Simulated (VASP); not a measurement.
# SiS2 (Ibam) in VASP: further runs

SiS2 is run at these levels: HSE06; tasks: single point.

Program: VASP 6.6.1. These are calculated values, not measurements. Logs are shortened: lines on timing, memory, paths and dates and some standing lists are left out, and cuts for length are marked.

**1. The cell of the first run**

The structure is orthorhombic, space group Ibam (No. 72). The conventional cell has a = 5.811 Å, b = 10.206 Å, c = 5.850 Å, α = 90.00°, β = 90.00°, γ = 90.00°. Si (site symmetry 222) has 4 S at 2.16 Å and 2 Si at 2.92 Å within 3.0 Å. S (site symmetry m) has 2 Si at 2.16 Å within 2.9 Å.

**2. Single point, HSE06 (strain +5.9%)**

Input file POSCAR:

```
SiS2
1.0
   -2.9055252095      5.1028154578      2.9248646587
    2.9055252095     -5.1028154578      2.9248646587
    2.9055252095      5.1028154578     -2.9248646587
Si S
2 4
Direct
    0.7500000000      0.7500000000      0.0000000000
    0.2500000000      0.2500000000      0.0000000000
    0.1097599752      0.1946947022      0.3044546775
    0.8902400248      0.8053052978      0.6955453225
    0.6097599752      0.3053052978      0.9150652730
    0.3902400248      0.6946947022      0.0849347270
```

Input file INCAR.step1:

```
ALGO = Normal
EDIFF = 1E-5
ENCUT = 400
GGA = PE
GGA_COMPAT = False
ISIF = 2
ISMEAR = 0
KPAR = 4
LASPH = True
LCHARG = False
LREAL = False
LWAVE = True
NBANDS = 25
NELM = 120
PREC = Accurate
SIGMA = 0.01
```

Input file INCAR.step2:

```
ALGO = Normal
EDIFF = 1E-6
ENCUT = 400
GGA = PE
GGA_COMPAT = False
HFSCREEN = 0.2079
ISIF = 2
ISMEAR = 0
ISTART = 1
KPAR = 4
LASPH = True
LCHARG = False
LHFCALC = True
LREAL = False
LWAVE = False
NBANDS = 25
NELM = 120
PREC = Accurate
PRECFOCK = Normal
SIGMA = 0.01
```

Input file KPOINTS:

```
k-points
0
Gamma
  4 4 4
```

Potentials or basis: VASP PAW PBE potentials, release 64 (Si, S).

Launch:

```
cat potpaw_PBE.64/Si/POTCAR potpaw_PBE.64/S/POTCAR > POTCAR
cp INCAR.step1 INCAR
mpirun -np 4 vasp_std > vasp.out
cp INCAR.step2 INCAR
mpirun -np 4 vasp_std > vasp.out
```

OUTCAR:

```text
EDIFF = 1E-6
   ENCUT = 400
   GGA = PE
   HFSCREEN = 0.2079
   ISIF = 2
   ISMEAR = 0
   ISTART = 1
   LASPH = True
   LHFCALC = True
   LREAL = False
   NELM = 120
   PREC = Accurate
   PRECFOCK = Normal

 ion  position               nearest neighbor table
   1  0.750  0.750  0.000-   6 2.16   5 2.16   3 2.16   4 2.16   2 2.92   2 2.92
   2  0.250  0.250  0.000-   5 2.16   6 2.16   4 2.16   3 2.16   1 2.92   1 2.92
   3  0.110  0.195  0.304-   1 2.16   2 2.16
   4  0.890  0.805  0.696-   2 2.16   1 2.16
   5  0.610  0.305  0.915-   2 2.16   1 2.16
   6  0.390  0.695  0.085-   1 2.16   2 2.16

  LATTYP: Found a body centered orthorhombic cell.
 ALAT       =     5.8110504190
 B/A-ratio  =     1.0066560941
 C/A-ratio  =     1.7562454599

  Lattice vectors:

 A1 = (  -2.9055252095,   5.1028154578,  -2.9248646587)
 A2 = (   2.9055252095,   5.1028154578,   2.9248646587)
 A3 = (   2.9055252095,  -5.1028154578,  -2.9248646587)

Analysis of symmetry for initial positions (statically):
=====================================================================
 Subroutine PRICEL returns:
 Original cell was already a primitive cell.

 Routine SETGRP: Setting up the symmetry group for a
 body centered orthorhombic supercell.

 Subroutine GETGRP returns: Found  8 space group operations
 (whereof  4 operations were pure point group operations)
 out of a pool of  8 trial point group operations.

The static configuration has the point symmetry C_2h.
 The point group associated with its full space group is D_2h.

Analysis of symmetry for dynamics (positions and initial velocities):
=====================================================================
 Subroutine PRICEL returns:
 Original cell was already a primitive cell.

 Routine SETGRP: Setting up the symmetry group for a
 body centered orthorhombic supercell.

 Subroutine GETGRP returns: Found  8 space group operations
 (whereof  4 operations were pure point group operations)
 out of a pool of  8 trial point group operations.

The dynamic configuration has the point symmetry C_2h.
 The point group associated with its full space group is D_2h.

 Subroutine INISYM returns: Found  8 space group operations
 (whereof  4 operations are pure point group operations),
 and found     1 'primitive' translations

----------------------------------------------------------------------------------------

                                     Primitive cell

  volume of cell :     173.4604

  direct lattice vectors                    reciprocal lattice vectors
    -2.905525209  5.102815458  2.924864659     0.000000000  0.097985123  0.170948081
     2.905525209 -5.102815458  2.924864659     0.172085927  0.000000000  0.170948081
     2.905525209  5.102815458 -2.924864659     0.172085927  0.097985123  0.000000000

  length of vectors
     6.560155151  6.560155151  6.560155151     0.197038906  0.242563008  0.198026894

  position of ions in fractional coordinates (direct lattice)
     0.750000000  0.750000000  0.000000000
     0.250000000  0.250000000  0.000000000
     0.109759975  0.194694702  0.304454677
     0.890240025  0.805305298  0.695545323
     0.609759975  0.305305298  0.915065273
     0.390240025  0.694694702  0.084934727

  ion indices of the primitive-cell ions
   primitive index   ion index
                 1           1
                 2           2
                 3           3
                 4           4
                 5           5
                 6           6

----------------------------------------------------------------------------------------

 KPOINTS: k-points

Automatic generation of k-mesh.
 Grid dimensions read from file:
 generate k-points for:    4    4    4

 Generating k-lattice:

  Cartesian coordinates                     Fractional coordinates (reciprocal lattice)
     0.000000000  0.024496281  0.042737020     0.250000000  0.000000000  0.000000000
     0.043021482  0.000000000  0.042737020    -0.000000000  0.250000000  0.000000000
     0.043021482  0.024496281  0.000000000    -0.000000000  0.000000000  0.250000000

  Length of vectors
     0.049259727  0.060640752  0.049506723

  Shift w.r.t. Gamma in fractional coordinates (k-lattice)
     0.000000000  0.000000000  0.000000000

 Subroutine IBZKPT returns following result:
 ===========================================

 Found     18 irreducible k-points:

 Following reciprocal coordinates:
            Coordinates               Weight
  0.000000  0.000000  0.000000      1.000000
  0.250000 -0.000000  0.000000      4.000000
  0.500000 -0.000000  0.000000      2.000000
 -0.000000  0.250000  0.000000      4.000000
  0.250000  0.250000  0.000000      8.000000
  0.500000  0.250000  0.000000      8.000000
[... 10 lines left out ...]
 -0.250000 -0.250000  0.250000      2.000000
  0.500000  0.500000  0.500000      1.000000
   k-points           NKPTS =     18   k-points in BZ     NKDIM =     64   number of bands    NBANDS=     25
   number of dos      NEDOS =    301   number of ions     NIONS =      6
   total plane-waves  NPLWV = 110592
   dimension x,y,z NGX =    48 NGY =   48 NGZ =   48
   dimension x,y,z NGXF=    96 NGYF=   96 NGZF=   96
   ions per type =               2   4
   NGX,Y,Z   is equivalent  to a cutoff of  12.16, 12.16, 12.16 a.u.
   NGXF,Y,Z  is equivalent  to a cutoff of  24.33, 24.33, 24.33 a.u.
 SYSTEM =  unknown system
   PREC   = accura    normal or accurate (medium, high low for compatibility)
   ISTART =      1    job   : 0-new  1-cont  2-samecut
   ICHARG =      0    charge: 1-file 2-atom 10-const
   ISPIN  =      1    spin polarized calculation?
   LNONCOLLINEAR =      F non collinear calculations
   LSORBIT =      F    spin-orbit coupling
   LASPH  =      T    aspherical Exc in radial PAW
   ENCUT  =  400.0 eV  29.40 Ry    5.42 a.u.  10.70 10.70 10.70*2*pi/ulx,y,z
   NELM   =    120;   NELMIN=  2; NELMDL=  0     # of ELM steps
   EDIFF  = 0.1E-05   stopping-criterion for ELM
   LREAL  =      F    real-space projection
   EDIFFG = 0.1E-04   stopping-criterion for IOM
   NSW    =      0    number of steps for IOM
   IBRION =     -1    ionic relax: 0-MD 1-quasi-New 2-CG
   NFREE  =      0    steps in history (QN), initial steepest desc. (CG)
   ISIF   =      2    stress and relaxation
   ISYM   =      3    0-nonsym 1-usesym 2-fastsym
   POTIM  = 0.5000    time-step for ionic-motion
   TEBEG  =    0.0;   TEEND  =   0.0 temperature during run
   PSTRESS=    0.0 pullay stress
   NELECT =      32.0000    total number of electrons
   NUPDOWN=      -1.0000    fix difference up-down
   EMIN   =  10.00;   EMAX   =-10.00  energy-range for DOS
   EFERMI =   0.00;   METHOD = LEGACY
   ISMEAR =     0;   SIGMA  =   0.01  broadening in eV -4-tet -1-fermi 0-gaus
   EFERMI_NEDOS =   21; number of points for ismear=-14 and -15
   IALGO  =     38    algorithm
   IMIX   =      1    mixing-type and parameters
     AMIX     =   0.40;   BMIX     =  1.00
     AMIX_MAG =   1.60;   BMIX_MAG =  1.00
  volume/ion in A,a.u.               =      28.91       195.09
  Fermi-wavevector in a.u.,A,eV,Ry     =   0.931947  1.761125 11.817013  0.868526
  Thomas-Fermi vector in A             =   2.058494
   LORBIT       =      0    0 simple, 1 ext, 2 COOP (PROOUT), +10 PAW based schemes
   GGA     = PE    functional components
   LHFCALC =     T    Hartree Fock is set to
   PRECFOCK=normal    Normal, Fast or Accurate (Low or Medium for compatibility)
   ENCUT4O =  -1.0   cutoff for four orbital integrals eV
   NKREDX  =     1    reduce k-point grid by
   NKREDY  =     1    reduce k-point grid by
   NKREDZ  =     1    reduce k-point grid by
   AEXX    =    0.2500 exact exchange contribution
   HFSCREEN=    0.2079 screening length (either q_TF or 0.3 A-1)
   HFSCREENC=   0.2079 screening length for correlation (either q_TF or 0.3 A-1)
   ENCUTFOCK=  -1.0 apply spherical cutoff to Coloumb kernel
   IVDW    =     0    specifies the selected vdW correction
   LEPSILON=     F    determine dielectric tensor
   LRPA    =     F    only Hartree local field effects (RPA)
 non-spin polarized calculation
 Gauss-broadening in eV      SIGMA  =   0.01
  energy-cutoff  :      400.00
  volume of cell :      173.46
 maximum number of plane-waves:      3184
 NGX is ok and might be reduce to    48
  NGX = 36; NGY = 36; NGZ = 36

 number of electron      32.0000001 magnetization

 Free energy of the ion-electron system (eV)
  ---------------------------------------------------
  ext. energy  EPLUGINS =         0.00000000
  ---------------------------------------------------
  free energy    TOTEN  =       -37.77328263 eV

  energy without entropy =      -37.77328263  energy(sigma->0) =      -37.77328263

 E-fermi :   0.2110     XC(G=0):  -6.2983

 val. band max:        0.1352440462   @ k =  -0.2500   0.2500   0.2500
 cond. band min:       4.3304853577   @ k =   0.5000  -0.2500   0.2500
 fundamental gap:      4.1952413115
 Fermi energy:         0.2109707049

 k-point     1 :       0.0000    0.0000    0.0000
  band No.  band energies     occupation
      1     -15.3920      2.00000
      2     -13.4290      2.00000
      3     -12.6874      2.00000
      4     -12.6192      2.00000
      5      -8.1026      2.00000
      6      -5.7733      2.00000
[... 17 lines left out ...]
     24       7.8605      0.00000
     25       8.0990      0.00000

 k-point     2 :       0.2500   -0.0000    0.0000
  band No.  band energies     occupation
      1     -15.1760      2.00000
      2     -13.8282      2.00000
      3     -12.6946      2.00000
      4     -12.6468      2.00000
      5      -7.4986      2.00000
      6      -5.7929      2.00000
[... 17 lines left out ...]
     24       7.9793      0.00000
     25       8.4979      0.00000
[... 418 lines left out ...]
     24       8.3354      0.00000
     25       9.0884      0.00000

 k-point    18 :       0.5000    0.5000    0.5000
  band No.  band energies     occupation
      1     -15.3044      2.00000
      2     -13.4534      2.00000
      3     -12.8115      2.00000
      4     -12.6940      2.00000
      5      -8.1758      2.00000
      6      -5.4394      2.00000
[... 17 lines left out ...]
     24       7.7662      0.00000
     25       8.1738      0.00000

------------------------ aborting loop because EDIFF is reached ----------------------------------------

  FORCE on cell =-STRESS in cart. coord.  units (eV):
  Direction    XX          YY          ZZ          XY          YZ          ZX
  --------------------------------------------------------------------------------------
  -------------------------------------------------------------------------------------
  Total       -0.5494042     -0.5899480     -7.6994506     -0.0000000      0.0000000      0.0000000
  in kB       -5.0746056     -5.4490908    -71.1164459     -0.0000000      0.0000000      0.0000000
  external PRESSURE =     -27.2133808 kB  Pullay stress =       0.0000000 kB

 VOLUME and BASIS-vectors are now :
 -----------------------------------------------------------------------------
  energy-cutoff  :      400.00
  volume of cell :      173.46
      direct lattice vectors                 reciprocal lattice vectors
    -2.905525209  5.102815458  2.924864659     0.000000000  0.097985123  0.170948081
     2.905525209 -5.102815458  2.924864659     0.172085927  0.000000000  0.170948081
     2.905525209  5.102815458 -2.924864659     0.172085927  0.097985123  0.000000000

 POSITION                                       TOTAL-FORCE (eV/Angst)
 -----------------------------------------------------------------------------------
      0.00000      0.00000      4.38730         0.000000      0.000000     -0.000000
      0.00000      0.00000      1.46243        -0.000000      0.000000     -0.000000
      1.13138      1.12017     -0.00000        -0.201134     -0.200052      0.000000
      1.77414      3.98265      2.92486         0.201134      0.200052     -0.000000
      1.77414      6.22299     -0.00000         0.201134     -0.200052     -0.000000
      1.13138     -1.12017      2.92486        -0.201134      0.200052      0.000000
 -----------------------------------------------------------------------------------
    total drift:                               -0.000026      0.000033      0.000007

  FREE ENERGIE OF THE ION-ELECTRON SYSTEM (eV)
  ---------------------------------------------------
  free  energy   TOTEN  =       -37.7732826284 eV

  energy  without entropy=      -37.7732826284  energy(sigma->0) =      -37.77328263
```

It took 37 min on 4 MPI ranks of Intel Xeon Platinum 8259CL at 2.50GHz (Skylake/Cascade Lake), shared host; peak memory 0.46 GiB.

Results:

```
Free energy            : -37.7733 eV
Pressure               : -2.7 GPa
Largest force          : 0.284 eV/Å
Band gap on the k mesh : 4.20 eV (least direct gap 4.47 eV)
```

Forces on the atoms (eV/Å):
```
Si   0.000  0.000  0.000
Si   0.000  0.000  0.000
S   -0.201 -0.200  0.000
S    0.201  0.200  0.000
S    0.201 -0.200  0.000
S   -0.201  0.200  0.000
```

Stress tensor (GPa, compression positive):
```
-0.51  0.00  0.00
 0.00 -0.54  0.00
 0.00  0.00 -7.11
```

Caveat: the cell differs from its parent crystal (strain +5.9%); the stress differs along the axes, from -7 to -1 GPa; the PAW data sets were made with another functional, which shifts forces and pressure a little.

**3. Single point, HSE06 (uniaxial z strain -5.5%)**

Input file POSCAR:

```
SiS2
1.0
   -2.7433908125      4.8180676592      2.6108649309
    2.7433908125     -4.8180676592      2.6108649309
    2.7433908125      4.8180676592     -2.6108649309
Si S
2 4
Direct
    0.7500000000      0.7500000000      0.0000000000
    0.2500000000      0.2500000000      0.0000000000
    0.1206809273      0.2168550175      0.3375359448
    0.8793190727      0.7831449825      0.6624640552
    0.6206809273      0.2831449825      0.9038259097
    0.3793190727      0.7168550175      0.0961740903
```

Input file INCAR.step1:

```
PREC = Accurate ; ENCUT = 400
EDIFF = 1E-5 ; ISMEAR = 0
SIGMA = 0.01 ; LREAL = False
LASPH = True ; NELM = 120
ALGO = Normal ; ISIF = 2
LWAVE = True ; LCHARG = False
GGA = PE ; NBANDS = 25
GGA_COMPAT = False ; KPAR = 4
```

Input file INCAR.step2:

```
PREC = Accurate ; ENCUT = 400
EDIFF = 1E-6 ; ISMEAR = 0
SIGMA = 0.01 ; LREAL = False
LASPH = True ; NELM = 120
ALGO = Normal ; ISIF = 2
LWAVE = False ; LCHARG = False
GGA = PE ; LHFCALC = True
HFSCREEN = 0.2079 ; PRECFOCK = Normal
ISTART = 1 ; NBANDS = 25
GGA_COMPAT = False ; KPAR = 4
```

Input file KPOINTS:

```
regular mesh
0
Gamma
  4 4 4
```

Potentials or basis: VASP PAW PBE potentials, release 64 (Si, S).

Launch:

```
cat potpaw_PBE.64/Si/POTCAR potpaw_PBE.64/S/POTCAR > POTCAR
cp INCAR.step1 INCAR
mpirun -np 4 vasp_std > vasp.out
cp INCAR.step2 INCAR
mpirun -np 4 vasp_std > vasp.out
```

Wall time 20 min (4 MPI ranks of AMD EPYC 7R13 (Zen 3), shared host); peak memory 0.35 GiB.

Results (log left out):

| Quantity | Value |
| --- | --- |
| Free energy | -37.6055 eV |
| Pressure | 3.0 GPa |
| Largest force | 0.311 eV/Å |
| Band gap on the k mesh | 3.83 eV (least direct gap 4.11 eV) |

Forces on the atoms (eV/Å):
```
Si   0.000  0.000  0.000
Si   0.000  0.000  0.000
S   -0.224 -0.215  0.000
S    0.224  0.215  0.000
S    0.224 -0.215  0.000
S   -0.224  0.215  0.000
```

Stress tensor (GPa, compression positive):
```
0.26 0.00 0.00
0.00 0.71 0.00
0.00 0.00 8.13
```

Levels at points of the mesh, in eV from the valence-band top:
```
           k point  band 14  band 15  band 16  band 17  band 18  band 19
(0.00, 0.00, 0.00)    -0.91    -0.78    -0.57     4.26     5.21     5.69
(0.50, 0.00, 0.00)    -1.50    -0.61    -0.61     4.76     4.76     6.92
(0.00, 0.50, 0.00)    -0.94    -0.69    -0.69     4.71     4.71     6.21
(0.50, 0.50, 0.00)    -1.62    -1.25    -0.03     5.40     5.62     5.67
(0.50, 0.50, 0.50)    -1.70    -1.51    -0.22     3.88     4.74     4.76
```

Caveat: the cell differs from its parent crystal (uniaxial z strain -5.5%); the stress differs along the axes, from 0 to 8 GPa; the PAW data sets were made with another functional, which shifts forces and pressure a little. A k mesh can miss the band edges.
